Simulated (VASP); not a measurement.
# SiC2 (Immm) in VASP: a series of runs

SiC2 is run at these levels: PBE; tasks: single point.

Everything below comes from runs of VASP 6.6.1. Logs are shortened: lines on timing, memory, paths and dates and some standing lists are left out, and cuts for length are marked.

## 1. The cell of the first run

The structure is orthorhombic, space group Immm (No. 71). Conventional cell: a = 2.839 Å, b = 3.920 Å, c = 6.555 Å, α = 90.00°, β = 90.00°, γ = 90.00°. Si (site symmetry mmm) has 4 C at 1.92 Å within 2.5 Å. Within 1.8 Å of C (site symmetry m2m) lie 1 C at 1.34 Å.

## 2. Single point, PBE, collinear spin, ferromagnetic start

File INCAR:

```
SYSTEM = SiC2
PREC = Accurate ; ENCUT = 520
EDIFF = 1E-6 ; ISMEAR = 0
SIGMA = 0.1 ; LREAL = .False.
LASPH = .True. ; NELM = 150
ALGO = Normal ; ISIF = 2
LWAVE = .False. ; LCHARG = .True.
ISPIN = 2 ; MAGMOM = 0 1 1
LORBIT = 11 ; GGA = PE
LELF = .True. ; LVHAR = .True.
NBANDS = 17
```

File KPOINTS:

```
Automatic mesh
0
Gamma
  8 8 8
  0 0 0
```

File POSCAR:

```
SiC2
1.0
   -1.4193064010      1.9601624053      3.2775885153
    1.4193064010     -1.9601624053      3.2775885153
    1.4193064010      1.9601624053     -3.2775885153
Si C
1 2
Direct
    0.0000000000      0.0000000000      0.0000000000
    0.3295735462      0.5000000000      0.8295735462
    0.6704264538      0.5000000000      0.1704264538
```

Potentials or basis: VASP PAW PBE potentials, release 64 (Si, C).

Launch:

```console
$ cat potpaw_PBE.64/Si/POTCAR potpaw_PBE.64/C/POTCAR > POTCAR
$ mpirun -np 1 vasp_std > vasp.out
```

OUTCAR:

```text
SYSTEM = SiC2
   PREC = Accurate
   ENCUT = 520
   EDIFF = 1E-6
   ISMEAR = 0
   LREAL = .False.
   LASPH = .True.
   NELM = 150
   ISIF = 2
   ISPIN = 2
   LORBIT = 11
   GGA = PE

 ion  position               nearest neighbor table
   1  0.000  0.000  0.000-   2 1.92   3 1.92   2 1.92   3 1.92
   2  0.330  0.500  0.830-   3 1.34   1 1.92   1 1.92
   3  0.670  0.500  0.170-   2 1.34   1 1.92   1 1.92

  LATTYP: Found a body centered orthorhombic cell.
 ALAT       =     2.8386128020
 B/A-ratio  =     1.3810706440
 C/A-ratio  =     2.3092888984

  Lattice vectors:

 A1 = (  -1.4193064010,   1.9601624053,   3.2775885153)
 A2 = (   1.4193064010,  -1.9601624053,   3.2775885153)
 A3 = (   1.4193064010,   1.9601624053,  -3.2775885153)

Analysis of symmetry for initial positions (statically):
=====================================================================
 Subroutine PRICEL returns:
 Original cell was already a primitive cell.

 Routine SETGRP: Setting up the symmetry group for a
 body centered orthorhombic supercell.

 Subroutine GETGRP returns: Found  8 space group operations
 (whereof  8 operations were pure point group operations)
 out of a pool of  8 trial point group operations.

The static configuration has the point symmetry D_2h.

Analysis of symmetry for dynamics (positions and initial velocities):
=====================================================================
 Subroutine PRICEL returns:
 Original cell was already a primitive cell.

 Routine SETGRP: Setting up the symmetry group for a
 body centered orthorhombic supercell.

 Subroutine GETGRP returns: Found  8 space group operations
 (whereof  8 operations were pure point group operations)
 out of a pool of  8 trial point group operations.

The dynamic configuration has the point symmetry D_2h.

Analysis of structural, dynamic, and magnetic symmetry:
=====================================================================
 Subroutine PRICEL returns:
 Original cell was already a primitive cell.

 Routine SETGRP: Setting up the symmetry group for a
 body centered orthorhombic supercell.

 Subroutine GETGRP returns: Found  8 space group operations
 (whereof  8 operations were pure point group operations)
 out of a pool of  8 trial point group operations.

The overall configuration has the point symmetry D_2h.

 Subroutine INISYM returns: Found  8 space group operations
 (whereof  8 operations are pure point group operations),
 and found     1 'primitive' translations

----------------------------------------------------------------------------------------

                                     Primitive cell

  volume of cell :      36.4739

  direct lattice vectors                    reciprocal lattice vectors
    -1.419306401  1.960162405  3.277588515     0.000000000  0.255080905  0.152551181
     1.419306401 -1.960162405  3.277588515     0.352284750  0.000000000  0.152551181
     1.419306401  1.960162405 -3.277588515     0.352284750  0.255080905  0.000000000

  length of vectors
     4.074218182  4.074218182  4.074218182     0.297217313  0.383896350  0.434937711

  position of ions in fractional coordinates (direct lattice)
     0.000000000  0.000000000  0.000000000
     0.329573546  0.500000000  0.829573546
     0.670426454  0.500000000  0.170426454

  ion indices of the primitive-cell ions
   primitive index   ion index
                 1           1
                 2           2
                 3           3

----------------------------------------------------------------------------------------

 KPOINTS: Automatic mesh

Automatic generation of k-mesh.
 Grid dimensions read from file:
 generate k-points for:    8    8    8

 Generating k-lattice:

  Cartesian coordinates                     Fractional coordinates (reciprocal lattice)
     0.000000000  0.031885113  0.019068898     0.125000000 -0.000000000  0.000000000
     0.044035594  0.000000000  0.019068898    -0.000000000  0.125000000  0.000000000
     0.044035594  0.031885113  0.000000000     0.000000000  0.000000000  0.125000000

  Length of vectors
     0.037152164  0.047987044  0.054367214

  Shift w.r.t. Gamma in fractional coordinates (k-lattice)
     0.000000000  0.000000000  0.000000000

 Subroutine IBZKPT returns following result:
 ===========================================

 Found     95 irreducible k-points:

 Following reciprocal coordinates:
            Coordinates               Weight
  0.000000  0.000000  0.000000      1.000000
  0.125000  0.000000  0.000000      4.000000
  0.250000  0.000000  0.000000      4.000000
  0.375000  0.000000  0.000000      4.000000
  0.500000  0.000000  0.000000      2.000000
  0.000000  0.125000  0.000000      4.000000
[... 16 lines left out ...]
  0.125000  0.375000  0.000000      8.000000
  0.250000  0.375000  0.000000      8.000000
 [... further k-points ...]
   k-points           NKPTS =     95   k-points in BZ     NKDIM =     95   number of bands    NBANDS=     17
   number of dos      NEDOS =    301   number of ions     NIONS =      3
   total plane-waves  NPLWV =  27000
   dimension x,y,z NGX =    30 NGY =   30 NGZ =   30
   dimension x,y,z NGXF=    60 NGYF=   60 NGZF=   60
   ions per type =               1   2
   NGX,Y,Z   is equivalent  to a cutoff of  12.24, 12.24, 12.24 a.u.
   NGXF,Y,Z  is equivalent  to a cutoff of  24.48, 24.48, 24.48 a.u.
 SYSTEM =  SiC2
   PREC   = accura    normal or accurate (medium, high low for compatibility)
   ISTART =      0    job   : 0-new  1-cont  2-samecut
   ICHARG =      2    charge: 1-file 2-atom 10-const
   ISPIN  =      2    spin polarized calculation?
   LNONCOLLINEAR =      F non collinear calculations
   LSORBIT =      F    spin-orbit coupling
   LASPH  =      T    aspherical Exc in radial PAW
   ENCUT  =  520.0 eV  38.22 Ry    6.18 a.u.   7.58  7.58  7.58*2*pi/ulx,y,z
   NELM   =    150;   NELMIN=  2; NELMDL= -5     # of ELM steps
   EDIFF  = 0.1E-05   stopping-criterion for ELM
   LREAL  =      F    real-space projection
   EDIFFG = 0.1E-04   stopping-criterion for IOM
   NSW    =      0    number of steps for IOM
   IBRION =     -1    ionic relax: 0-MD 1-quasi-New 2-CG
   NFREE  =      0    steps in history (QN), initial steepest desc. (CG)
   ISIF   =      2    stress and relaxation
   ISYM   =      2    0-nonsym 1-usesym 2-fastsym
   POTIM  = 0.5000    time-step for ionic-motion
   TEBEG  =    0.0;   TEEND  =   0.0 temperature during run
   PSTRESS=    0.0 pullay stress
   NELECT =      12.0000    total number of electrons
   NUPDOWN=      -1.0000    fix difference up-down
   EMIN   =  10.00;   EMAX   =-10.00  energy-range for DOS
   EFERMI =   0.00;   METHOD = LEGACY
   ISMEAR =     0;   SIGMA  =   0.10  broadening in eV -4-tet -1-fermi 0-gaus
   EFERMI_NEDOS =   21; number of points for ismear=-14 and -15
   IALGO  =     38    algorithm
   IMIX   =      4    mixing-type and parameters
     AMIX     =   0.40;   BMIX     =  1.00
     AMIX_MAG =   1.60;   BMIX_MAG =  1.00
  volume/ion in A,a.u.               =      12.16        82.05
  Fermi-wavevector in a.u.,A,eV,Ry     =   1.130163  2.135698 17.378288  1.277268
  Thomas-Fermi vector in A             =   2.266859
   LORBIT       =     11    0 simple, 1 ext, 2 COOP (PROOUT), +10 PAW based schemes
   GGA     = PE    functional components
   LHFCALC =     F    Hartree Fock is set to
   AEXX    =    0.0000 exact exchange contribution
   IVDW    =     0    specifies the selected vdW correction
   LEPSILON=     F    determine dielectric tensor
   LRPA    =     F    only Hartree local field effects (RPA)
 spin polarized calculation
 Gauss-broadening in eV      SIGMA  =   0.10
  energy-cutoff  :      520.00
  volume of cell :       36.47
 maximum number of plane-waves:       997
   NGX = 15   NGY = 15   NGZ = 15

 number of electron      12.0000000 magnetization       0.0000405

 number of electron      12.0000000 magnetization      -0.0000268

 Free energy of the ion-electron system (eV)
  ---------------------------------------------------
  ext. energy  EPLUGINS =         0.00000000
  ---------------------------------------------------
  free energy    TOTEN  =       -21.45186871 eV

  energy without entropy =      -21.44988982  energy(sigma->0) =      -21.45087926

 E-fermi :   5.3596     XC(G=0): -10.0898

 val. band max:        5.1893118985   @ k =   0.3750   0.2500   0.1250
 cond. band min:       5.3599593924   @ k =   0.5000   0.2500   0.1250
 fundamental gap:      0.1706474939
 Fermi energy:         5.3595564429

 spin component 1

 k-point     1 :       0.0000    0.0000    0.0000
  band No.  band energies     occupation
      1     -10.7669      1.00000
      2      -3.6950      1.00000
      3      -2.2109      1.00000
      4       1.9316      1.00000
      5       2.7795      1.00000
      6       6.7094      0.00000
[... 9 lines left out ...]
     16      20.8220      0.00000
     17      22.9196      0.00000

 k-point     2 :       0.1250    0.0000    0.0000
  band No.  band energies     occupation
      1     -10.6386      1.00000
      2      -4.6054      1.00000
      3      -1.2684      1.00000
      4       1.8597      1.00000
      5       2.8638      1.00000
      6       5.4482      0.10500
[... 9 lines left out ...]
     16      20.6130      0.00000
     17      22.5108      0.00000

 k-point     3 :       0.2500    0.0000    0.0000
  band No.  band energies     occupation
      1     -10.2689      1.00000
      2      -5.8922      1.00000
      3       0.0653      1.00000
      4       1.7337      1.00000
      5       3.1003      1.00000
      6       4.0895      1.00000
[... 392 lines left out ...]
 k-point    23 :       0.1250    0.3750    0.0000
  band No.  band energies     occupation
      1      -8.9813      1.00000
      2      -3.7350      1.00000
      3      -2.3307      1.00000
      4       0.0049      1.00000
      5       1.7561      1.00000
      6       3.1291      1.00000
[... 9 lines left out ...]
     16      22.0718      0.00000
     17      22.7954      0.00000

 k-point    24 :       0.2500    0.3750    0.0000
  band No.  band energies     occupation
      1      -8.7012      1.00000
      2      -4.5278      1.00000
      3      -2.3139      1.00000
      4       0.9305      1.00000
      5       1.6531      1.00000
      6       2.2931      1.00000
[... 9 lines left out ...]
     16      22.0928      0.00000
     17      22.7121      0.00000

 [... further k-points ...]

 spin component 2

 k-point     1 :       0.0000    0.0000    0.0000
  band No.  band energies     occupation
      1     -10.7669      1.00000
      2      -3.6950      1.00000
      3      -2.2109      1.00000
      4       1.9316      1.00000
      5       2.7794      1.00000
      6       6.7094      0.00000
[... 9 lines left out ...]
     16      20.8219      0.00000
     17      22.9197      0.00000

 k-point     2 :       0.1250    0.0000    0.0000
  band No.  band energies     occupation
      1     -10.6386      1.00000
      2      -4.6054      1.00000
      3      -1.2684      1.00000
      4       1.8596      1.00000
      5       2.8637      1.00000
      6       5.4482      0.10504
[... 9 lines left out ...]
     16      20.6130      0.00000
     17      22.5109      0.00000

 k-point     3 :       0.2500    0.0000    0.0000
  band No.  band energies     occupation
      1     -10.2689      1.00000
      2      -5.8922      1.00000
      3       0.0653      1.00000
      4       1.7337      1.00000
      5       3.1002      1.00000
      6       4.0895      1.00000
[... 392 lines left out ...]
 k-point    23 :       0.1250    0.3750    0.0000
  band No.  band energies     occupation
      1      -8.9814      1.00000
      2      -3.7350      1.00000
      3      -2.3307      1.00000
      4       0.0049      1.00000
      5       1.7561      1.00000
      6       3.1291      1.00000
[... 9 lines left out ...]
     16      22.0718      0.00000
     17      22.7954      0.00000

 k-point    24 :       0.2500    0.3750    0.0000
  band No.  band energies     occupation
      1      -8.7012      1.00000
      2      -4.5278      1.00000
      3      -2.3139      1.00000
      4       0.9305      1.00000
      5       1.6531      1.00000
      6       2.2931      1.00000
[... 9 lines left out ...]
     16      22.0928      0.00000
     17      22.7121      0.00000

 [... further k-points ...]
[... 5 lines left out ...]
  --------------------------------------------------------------------------------------
  -------------------------------------------------------------------------------------
  Total       -0.0072896      0.0450536      0.0372009      0.0000000      0.0000000      0.0000000
  in kB       -0.3202066      1.9790543      1.6341102      0.0000000      0.0000000      0.0000000
  external PRESSURE =       1.0976526 kB  Pullay stress =       0.0000000 kB

 VOLUME and BASIS-vectors are now :
 -----------------------------------------------------------------------------
  energy-cutoff  :      520.00
  volume of cell :       36.47
      direct lattice vectors                 reciprocal lattice vectors
    -1.419306401  1.960162405  3.277588515     0.000000000  0.255080905  0.152551181
     1.419306401 -1.960162405  3.277588515     0.352284750  0.000000000  0.152551181
     1.419306401  1.960162405 -3.277588515     0.352284750  0.255080905  0.000000000

 POSITION                                       TOTAL-FORCE (eV/Angst)
 -----------------------------------------------------------------------------------
      0.00000      0.00000      0.00000        -0.000000     -0.000000     -0.000000
      1.41931      1.29204      0.00000        -0.000000     -0.052944      0.000000
      0.00000      0.66813      3.27759         0.000000      0.052944     -0.000000
 -----------------------------------------------------------------------------------
    total drift:                                0.000000      0.000000     -0.000000

  FREE ENERGIE OF THE ION-ELECTRON SYSTEM (eV)
  ---------------------------------------------------
  free  energy   TOTEN  =       -21.4518687083 eV

  energy  without entropy=      -21.4498898161  energy(sigma->0) =      -21.45087926

 total charge

# of ion       s       p       d       tot
------------------------------------------
    1        0.730   0.872   0.000   1.602
    2        0.900   1.636   0.000   2.536
    3        0.900   1.636   0.000   2.536
--------------------------------------------------
tot          2.530   4.144   0.000   6.674

 magnetization (x)

# of ion       s       p       d       tot
------------------------------------------
    1        0.000   0.000   0.000   0.000
    2        0.000  -0.000   0.000  -0.000
    3        0.000  -0.000   0.000  -0.000
--------------------------------------------------
tot          0.000  -0.000   0.000  -0.000
```

Wall time 2.3 min (1 thread of AMD EPYC 7R13 (Zen 3), shared host); peak memory 0.2 GiB.

Results:

```yaml
Free_energy: -21.4519 eV
Pressure: 0.1 GPa
Largest_force: 0.053 eV/Å
Band_gap_on_the_k_mesh: zero (filled and empty bands overlap)
Net_moment: 0.00 μB per cell
Valence_electrons_inside_the_program's_atomic_spheres: Si 1.60; C 2.54
```

Forces on the atoms (eV/Å):
```
Si   0.000  0.000  0.000
C    0.000 -0.053  0.000
C    0.000  0.053  0.000
```

## 3. Single point, PBE

This run uses another cell than the first one, of 12.34 Å³/atom, 1.015 times its volume.

File INCAR:

```
PREC = Accurate
ENCUT = 520
EDIFF = 1E-7
ISMEAR = 0
SIGMA = 0.1
LREAL = F
LASPH = T
NELM = 60
ALGO = Normal
ISIF = 2
LWAVE = F
LCHARG = F
GGA = PE
NBANDS = 13
```

File KPOINTS:

```
Automatic mesh
0
Gamma
  20 20 20
```

File POSCAR:

```
SiC2
1.0
   -1.4095041226      1.9643349078      3.3438165070
    1.4095041226     -1.9643349078      3.3438165070
    1.4095041226      1.9643349078     -3.3438165070
Si C
1 2
Direct
    0.0000000000      0.0000000000      0.0000000000
    0.3302888067      0.5000000000      0.8302888067
    0.6697111933      0.5000000000      0.1697111933
```

Potentials or basis: VASP PAW PBE potentials, release 64 (Si, C).

Launch:

```console
$ cat potpaw_PBE.64/Si/POTCAR potpaw_PBE.64/C/POTCAR > POTCAR
$ mpirun -np 1 vasp_std > vasp.out
```

Wall time 10 min (1 thread of AMD EPYC 7R13 (Zen 3), shared host); peak memory 0.55 GiB.

The run converged. Its results:

```
Free energy            : -21.4601 eV
Pressure               : 0.1 GPa
Largest force          : 0.060 eV/Å
Band gap on the k mesh : zero (band 6 reaches 8.57 eV, above the bottom of band 7 at 3.34 eV)
```

Forces in eV/Å, atoms in the order of the input:
```
Si   0.000  0.000  0.000
C    0.000 -0.060  0.000
C    0.000  0.060  0.000
```

Stress tensor (GPa, compression positive):
```
-0.02  0.00  0.00
 0.00  0.29  0.00
 0.00  0.00  0.00
```

Levels at points of the mesh, in eV from the Fermi level:
```
           k point  band 3  band 4  band 5  band 6  band 7  band 8  band 9  band 10
(0.00, 0.00, 0.00)   -7.70   -3.60   -2.52    1.41    2.63    2.65    3.24     7.66
(0.50, 0.00, 0.00)   -3.92   -3.74   -2.50   -1.72    0.86    4.55    7.55     8.14
(0.00, 0.50, 0.00)   -7.57   -5.75   -3.24   -2.57    1.15    2.23    4.13     8.55
(0.50, 0.50, 0.00)   -7.01   -6.96   -2.61   -2.39    0.82    2.58    7.10     7.78
(0.50, 0.50, 0.50)   -8.11   -6.66   -2.72    3.36    3.55    4.49    4.69     7.56
```
